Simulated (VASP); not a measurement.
Write the native input for VASP 6.6.1 that does the following.

| Property | Result |
| --- | --- |
| Task | single point |
| Functional | PBE |
| Dispersion | D3(BJ) |
| Potentials or basis | VASP PAW PBE potentials, release 64 (Pt, Se) |
| Cutoff | 520 eV |
| k mesh | 12 × 12 × 6 |
| Occupations | gaussian, width 0.15 eV |
| Spin | no spin polarisation |
| Dipole correction | no |
| Further INCAR settings | ALGO = Normal; EDIFF = 1e-06; NBANDS = 31 |

The structure of PtSe2 lies in POSCAR:

```
PtSe2
1.0
    3.7717024303      0.0000000000      0.0000000000
   -1.8858512152      3.2663901202      0.0000000000
    0.0000000000      0.0000000000      9.6436527086
Pt Se
2 4
Direct
    0.0000000000      0.0000000000      0.0000000000
    0.0000000000      0.0000000000      0.5000000000
    0.3333333333      0.6666666667      0.1327718750
    0.3333333333      0.6666666667      0.6327718750
    0.6666666667      0.3333333333      0.3672281250
    0.6666666667      0.3333333333      0.8672281250
```

One way to write it, as run:

INCAR

```
PREC = Accurate ; ENCUT = 520
EDIFF = 1E-6 ; ISMEAR = 0
SIGMA = 0.15 ; LREAL = False
LASPH = True ; NELM = 80
ALGO = Normal ; ISIF = 2
LWAVE = False ; LCHARG = False
GGA = PE ; IVDW = 12
NBANDS = 31
```

KPOINTS

```
Automatic mesh
0
Gamma
  12 12 6
```

Potentials or basis: VASP PAW PBE potentials, release 64 (Pt, Se).

Command:

```console
$ cat potpaw_PBE.64/Pt/POTCAR potpaw_PBE.64/Se/POTCAR > POTCAR
$ mpirun -np 1 vasp_std > vasp.out
```

Results of the run:

```
Pressure                   : 0.0 GPa
Largest force              : 0.005 eV/Å
Band gap on the k mesh     : zero (bands 22 and 23 overlap by 0.82 eV)
Dispersion energy per atom : -0.490 eV
```

Caveat: spin-orbit coupling is left out, which moves the levels of the heavy elements.

Wall time 8.8 min on 1 thread of Intel Xeon 8259CL, on a shared host, peak memory 0.46 GiB.
